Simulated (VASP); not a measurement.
As, 2 atoms in the cell. The cell holds a slab with vacuum, 2 atoms: a = 3.670 Å, b = 3.670 Å, c = 28.000 Å, α = 90.00°, β = 90.00°, γ = 120.00°. 

```yaml
Program: VASP 6.6.1
Task: single point
Functional: PBE
Potentials_or_basis: VASP PAW PBE potentials, release 64 (As)
Cutoff: 520 eV
k_mesh: 9 × 9 × 1
Occupations: gaussian, width 0.02 eV
Spin: no spin polarisation
Dipole_correction: yes
Further_INCAR_settings: ALGO = Normal; EDIFF = 1e-06; NBANDS = 12
```

Potentials or basis: VASP PAW PBE potentials, release 64 (As).

The run is started by

```console
$ cat potpaw_PBE.64/As/POTCAR > POTCAR
$ mpirun -np 1 vasp_std > vasp.out
```

Hardware: 1 thread of Intel(R) Xeon(R) Platinum 8124M CPU @ 3.00GHz (Skylake/Cascade Lake), with other jobs on the host.

Q: Estimate the wall time of this run.

A: Run time: 70 s on 1 thread of Intel(R) Xeon(R) Platinum 8124M CPU @ 3.00GHz (Skylake/Cascade Lake), on a shared host, peak memory 0.4 GiB. Counts: scf iterations 20, k points 12.
